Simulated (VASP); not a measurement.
Set up this calculation in VASP 6.6.1, as the native input.

```
Task                   : single point
Functional             : PBE
Potentials or basis    : VASP PAW PBE potentials, release 64 (Er_3, Sc_sv, Sb), 4f in core
Cutoff                 : 500 eV
k mesh                 : 3 × 3 × 4
Occupations            : gaussian, width 0.2 eV
Spin                   : no spin polarisation
Dipole correction      : no
Mended                 : yes
Further INCAR settings : ALGO = Normal; EDIFF = 1e-06; NBANDS = 32
```

The structure of ErSc2Sb3 lies in POSCAR:

```
ErSc2Sb3
1.0
    6.8871108374     -2.1459295638      0.0907036553
    6.8871108374      2.1459295638      0.0907036553
   -2.6231779524      0.0000000000      5.3556242689
Er Sc Sb
1 2 3
Direct
    0.5000000000      0.5000000000      0.0000000000
    0.1642962617      0.1642962617      0.6641798939
    0.8357037383      0.8357037383      0.3358201061
    0.1737189612      0.1737189612      0.1736246891
    0.8262810388      0.8262810388      0.8263753109
    0.5000000000      0.5000000000      0.5000000000
```

The cell was built from a structure type or drawn by symmetry, and may not be a known phase.

One way to write it, as run:

INCAR

```
SYSTEM = ErSc2Sb3
  PREC = Accurate
  ENCUT = 500
  EDIFF = 1E-6
  ISMEAR = 0
  SIGMA = 0.2
  LREAL = .False.
  LASPH = .True.
  NELM = 200
  ALGO = Normal
  ISIF = 2
  LWAVE = .False.
  LCHARG = .False.
  GGA = PE
  NBANDS = 32
  GGA_COMPAT = .False.
  LMAXMIX = 6
```

KPOINTS

```
regular mesh
0
Gamma
  3 3 4
  0 0 0
```

Potentials or basis: VASP PAW PBE potentials, release 64 (Er_3, Sc_sv, Sb), 4f in core.

Command:

```sh
$ cat potpaw_PBE.64/Er_3/POTCAR potpaw_PBE.64/Sc_sv/POTCAR potpaw_PBE.64/Sb/POTCAR > POTCAR
$ mpirun -np 1 vasp_std > vasp.out
```

Results of the run:

| Quantity | Value |
| --- | --- |
| Pressure | 0.5 GPa |
| Largest force | 0.017 eV/Å |
| Band gap on the k mesh | zero (bands 23 and 24 overlap by 1.08 eV) |

Caveat: the k points lie up to 0.52 Å⁻¹ apart, too coarse for converged energies and pressures of a metal; spin-orbit coupling is left out, which moves the levels of the heavy elements; the 4f electrons are frozen in the core, so they carry no moment and show no levels.

Wall time 88 s on 1 thread of Intel(R) Xeon(R) 6975P-C (Granite Rapids) (shared host), peak memory 0.38 GiB.
